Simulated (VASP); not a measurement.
# ScB3S (Pm-3m) in VASP: further runs, part 2 of 2

VASP 6.6.1. The steps go on from the part before.

## (3) Relaxation of cell and atoms, PBE

This run uses another cell than the first one, of 11.64 Å³/atom.

Contents of INCAR:

```
PREC = Accurate
ENCUT = 600
EDIFF = 1E-6
ISMEAR = 0
SIGMA = 0.1
LREAL = False
LASPH = True
NELM = 100
ALGO = Normal
ISIF = 3
LWAVE = False
LCHARG = False
GGA = PE
IBRION = 2
NSW = 100
EDIFFG = -0.01
```

Contents of KPOINTS:

```
regular mesh
0
Gamma
  10 10 10
```

Contents of POSCAR:

```
ScB3S
1.0
    3.8753599100      0.0000000000      0.0000000000
    0.0000000000      3.8753599100      0.0000000000
    0.0000000000      0.0000000000      3.8753599100
Sc B S
1 3 1
Direct
    0.0000000000      0.0000000000      0.0000000000
    0.0000000000      0.5000000000      0.5000000000
    0.5000000000      0.0000000000      0.5000000000
    0.5000000000      0.5000000000      0.0000000000
    0.5000000000      0.5000000000      0.5000000000
```

Potentials or basis: VASP PAW PBE potentials, release 64 (Sc_sv, B, S).

Run with:

```
$ cat potpaw_PBE.64/Sc_sv/POTCAR potpaw_PBE.64/B/POTCAR potpaw_PBE.64/S/POTCAR > POTCAR
$ mpirun -np 1 vasp_std > vasp.out
```

OUTCAR:

```text
PREC = Accurate
   ENCUT = 600
   EDIFF = 1E-6
   ISMEAR = 0
   LREAL = False
   LASPH = True
   NELM = 100
   ISIF = 3
   GGA = PE
   IBRION = 2
   NSW = 100
   EDIFFG = -0.01

 ion  position               nearest neighbor table
   1  0.000  0.000  0.000-   2 2.74   3 2.74   4 2.74   2 2.74   3 2.74   2 2.74   4 2.74   2 2.74
                             3 2.74   4 2.74   3 2.74   4 2.74
   2  0.000  0.500  0.500-   5 1.94   5 1.94   1 2.74   1 2.74   1 2.74   1 2.74
   3  0.500  0.000  0.500-   5 1.94   5 1.94   1 2.74   1 2.74   1 2.74   1 2.74
   4  0.500  0.500  0.000-   5 1.94   5 1.94   1 2.74   1 2.74   1 2.74   1 2.74
   5  0.500  0.500  0.500-   2 1.94   3 1.94   4 1.94   4 1.94   3 1.94   2 1.94

  LATTYP: Found a simple cubic cell.
 ALAT       =     3.8753599100

  Lattice vectors:

 A1 = (   3.8753599100,   0.0000000000,   0.0000000000)
 A2 = (   0.0000000000,   3.8753599100,   0.0000000000)
 A3 = (   0.0000000000,   0.0000000000,   3.8753599100)

Analysis of symmetry for initial positions (statically):
=====================================================================
 Subroutine PRICEL returns:
 Original cell was already a primitive cell.

 Routine SETGRP: Setting up the symmetry group for a
 simple cubic supercell.
[... 225 lines left out ...]

 val. band max:        6.8404661584   @ k =   0.4000   0.4000   0.0000
 cond. band min:       6.8820895385   @ k =   0.5000   0.1000   0.0000
 fundamental gap:      0.0416233800
 Fermi energy:         6.8451366625

 k-point     1 :       0.0000    0.0000    0.0000
  band No.  band energies     occupation
      1     -42.8614      2.00000
      2     -21.4737      2.00000
      3     -21.4737      2.00000
      4     -21.4737      2.00000
      5     -10.8143      2.00000
      6      -1.5930      2.00000
[... 457 lines left out ...]
      4     -21.4740      2.00000
      5     -10.5025      2.00000
      6      -3.3860      2.00000
[... 9 lines left out ...]
     16       7.7585      0.00000
     17       8.4929      0.00000

 [... further k-points ...]
[... 5 lines left out ...]
  --------------------------------------------------------------------------------------
  -------------------------------------------------------------------------------------
  Total        0.0427942      0.0427942      0.0427942      0.0000000     -0.0000000      0.0000000
  in kB        1.1843177      1.1843177      1.1843177      0.0000000     -0.0000000      0.0000000
  external PRESSURE =       1.1843177 kB  Pullay stress =       0.0000000 kB

 VOLUME and BASIS-vectors are now :
 -----------------------------------------------------------------------------
  energy-cutoff  :      600.00
  volume of cell :       57.89
      direct lattice vectors                 reciprocal lattice vectors
     3.868498944  0.000000000 -0.000000000     0.258498196  0.000000000 -0.000000000
    -0.000000000  3.868498944 -0.000000000    -0.000000000  0.258498196 -0.000000000
     0.000000000  0.000000000  3.868498944     0.000000000  0.000000000  0.258498196

 POSITION                                       TOTAL-FORCE (eV/Angst)
 -----------------------------------------------------------------------------------
      0.00000      0.00000      0.00000        -0.000000      0.000000      0.000000
     -0.00000      1.93425      1.93425         0.000000      0.000000      0.000000
      1.93425      0.00000      1.93425        -0.000000     -0.000000      0.000000
      1.93425      1.93425     -0.00000        -0.000000      0.000000      0.000000
      1.93425      1.93425      1.93425         0.000000      0.000000      0.000000
 -----------------------------------------------------------------------------------
    total drift:                                0.000000     -0.000000     -0.000000

  FREE ENERGIE OF THE ION-ELECTRON SYSTEM (eV)
  ---------------------------------------------------
  free  energy   TOTEN  =       -24.8201416890 eV

  energy  without entropy=      -24.8104270292  energy(sigma->0) =      -24.81528436

 reached required accuracy - stopping structural energy minimisation
```

Wall time 50 s (1 thread of AMD EPYC 9R45 (Zen 5), shared host); peak memory 0.19 GiB.

Results:

```
Free energy                           : -24.8201 eV
Relaxed volume                        : 11.58 Å³/atom
Relaxed cell                          : a = 3.868 Å, b = 3.868 Å, c = 3.868 Å, α = 90.00°, β = 90.00°, γ = 90.00°
Space group after relaxing (to 0.1 Å) : Pm-3m (No. 221)
Energy gained by relaxing             : 0.1 meV/atom
Ionic steps                           : 2
Pressure after relaxing               : 0.1 GPa
Band gap on the k mesh                : zero (bands 13 and 14 overlap by 2.90 eV)
```

Step by step:
| step | energy change (eV) | largest force (eV/Å) | pressure (GPa) | volume (Å³) |
| --- | --- | --- | --- | --- |
| 1 | 0.0000 | 0.0000 | -0.51 | 58.20 |
| 2 | -0.0004 | 0.0000 | 0.12 | 57.89 |

Final structure:
```yaml
crystal:
  lattice:
    - [3.86850, 0.00000, 0.00000]
    - [0.00000, 3.86850, 0.00000]
    - [0.00000, 0.00000, 3.86850]
  atoms:
    - { symbol: Sc, position: [0.00000, 0.00000, 0.00000] }
    - { symbol: B, position: [0.00000, 0.50000, 0.50000] }
    - { symbol: B, position: [0.50000, 0.00000, 0.50000] }
    - { symbol: B, position: [0.50000, 0.50000, 0.00000] }
    - { symbol: S, position: [0.50000, 0.50000, 0.50000] }
```

## (4) Single point, PBE

This run uses another cell than the first one, of 11.64 Å³/atom.

Contents of INCAR:

```
SYSTEM = ScB3S
PREC = Accurate ; ENCUT = 520
EDIFF = 1E-6 ; ISMEAR = 0
SIGMA = 0.1 ; LREAL = .False.
LASPH = .True. ; NELM = 100
ALGO = Normal ; ISIF = 2
LWAVE = .False. ; LCHARG = .False.
GGA = PE ; NBANDS = 21
```

Contents of KPOINTS:

```
regular mesh
0
Gamma
  4 4 4
  0 0 0
```

POSCAR is that of step 3.

Run with:

```
$ cat potpaw_PBE.64/Sc_sv/POTCAR potpaw_PBE.64/B/POTCAR potpaw_PBE.64/S/POTCAR > POTCAR
$ mpirun -np 1 vasp_std > vasp.out
```

Run time: 8.7 s. Hardware: 1 thread of AMD EPYC 9R45 (Zen 5), shared host; peak memory 0.14 GiB.

Results (log left out):

```yaml
Free_energy: -24.8727 eV
Pressure: 1.9 GPa
Band_gap_on_the_k_mesh: zero (bands 13 and 14 overlap by 2.44 eV)
```

Levels at points of the mesh, in eV from the Fermi level:
```csv
k point,band 9,band 10,band 11,band 12,band 13,band 14,band 15,band 16
"(0.00, 0.00, 0.00)",-4.69,-4.69,-4.17,1.86,1.86,1.86,2.25,2.25
"(0.50, 0.00, 0.00)",-3.69,-3.60,-1.50,-0.41,-0.41,0.43,0.51,0.51
"(0.50, 0.50, 0.00)",-4.91,-3.75,-1.54,-1.54,1.00,1.00,1.37,2.39
"(0.50, 0.50, 0.50)",-3.87,-3.87,-3.87,1.47,1.47,2.06,2.06,2.06
```

Caveat: the k points lie up to 0.41 Å⁻¹ apart, too coarse for converged energies and pressures of a metal.

## (5) Overview

```csv
task,cell,k mesh,cutoff (eV),gap on the mesh (eV),pressure (GPa)
single point,"a = 3.869 Å, 5 atoms",10 × 10 × 10,520,none,0.0
relaxation of cell and atoms,"relaxed from a = 3.875 Å, 5 atoms",10 × 10 × 10,600,none,0.1
single point,"a = 3.875 Å, 5 atoms",4 × 4 × 4,520,none,1.9
```

Alike in all rows: level PBE; potentials or basis VASP PAW PBE potentials, release 64 (Sc_sv, B, S); no spin polarisation; smearing gaussian 0.1 eV.

Caveats: some runs use coarse meshes.

Total energies depend on the potentials used, so only differences within one code and one set of settings carry meaning.
